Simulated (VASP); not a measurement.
A run of VASP 6.6.1 is set up as follows.

File INCAR:

```
  ALGO = Normal
  EDIFF = 1E-8
  ENCUT = 520
  GGA = PE
  ISIF = 2
  ISMEAR = -1
  LASPH = True
  LCHARG = False
  LEFG = True
  LREAL = False
  LWAVE = False
  NBANDS = 12
  NELM = 60
  PREC = Accurate
  SIGMA = 0.03
```

The input KPOINTS:

```
k-points
0
Gamma
  11 11 11
```

File POSCAR:

```
As
1.0
    1.8417028838      1.0633076557      3.4152171905
   -1.8417028838      1.0633076557      3.4152171905
    0.0000000000     -2.1266153114      3.4152171905
As
2
Direct
    0.2275400000      0.2275400000      0.2275400000
    0.7724600000      0.7724600000      0.7724600000
```

Potentials or basis: VASP PAW PBE potentials, release 64 (As).

Command:

```console
$ cat potpaw_PBE.64/As/POTCAR > POTCAR
$ mpirun -np 1 vasp_std > vasp.out
```

Problem. What does it give for the largest force?

Solution. 0.739 eV/Å.

Problem. Estimate the band gap on the k mesh.

Solution. Zero (bands 5 and 6 overlap by 0.43 eV).

Problem. What does it give for the pressure?

Solution. 9.8 GPa.

Forces on the atoms (eV/Å):
```
As   0.000  0.000  0.739
As   0.000  0.000 -0.739
```

Caveat: the cell stands under pressure; without QUAD_EFG the Cq values of the log hold for a quadrupole moment of 1 mb, not for the nuclei.
